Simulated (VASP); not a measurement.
The system is Na.

```xyz
2
Lattice="0.0000 3.4815 3.4815 3.4815 0.0000 3.4815 3.4815 3.4815 0.0000" Properties=species:S:1:pos:R:3 pbc="T T T"
Na    3.4815    3.4815    3.4815
Na    5.2223    5.2223    5.2223
```

- Program: VASP 6.6.1
- Task: relaxation of cell and atoms
- Functional: PBE
- Potentials or basis: VASP PAW PBE potentials, release 64 (Na_pv)
- Cutoff: 600 eV
- k mesh: 14 × 14 × 14
- Occupations: gaussian, width 0.1 eV
- Spin: no spin polarisation

At the start: pressure 1.1 GPa; volume 42.20 Å³/atom.

Task: Where does the relaxation end?

Result: Over 6 steps the energy falls by 35.9 meV/atom and the volume is 54.59 Å³/atom (+29.4 %); space group Fd-3m (No. 227, to 0.05 Å).

Step by step:
```csv
step,energy change (eV),largest force (eV/Å),pressure (GPa),volume (Å³)
1,0.0000,0.0000,1.11,84.40
2,-0.0227,0.0000,0.90,88.03
3,-0.0638,0.0000,0.39,99.53
4,-0.0506,0.0000,-0.39,125.47
5,-0.0715,0.0000,-0.04,110.41
6,-0.0718,0.0000,-0.02,109.17
```

Final structure:
```
Na
1.0
     0.00000    3.79341    3.79341
     3.79341    0.00000    3.79341
     3.79341    3.79341    0.00000
Na
2
Direct
  0.50000 0.50000 0.50000
  0.75000 0.75000 0.75000
```

Caveat: the volume moved by over 15 % at a fixed basis, so the end points are rough.
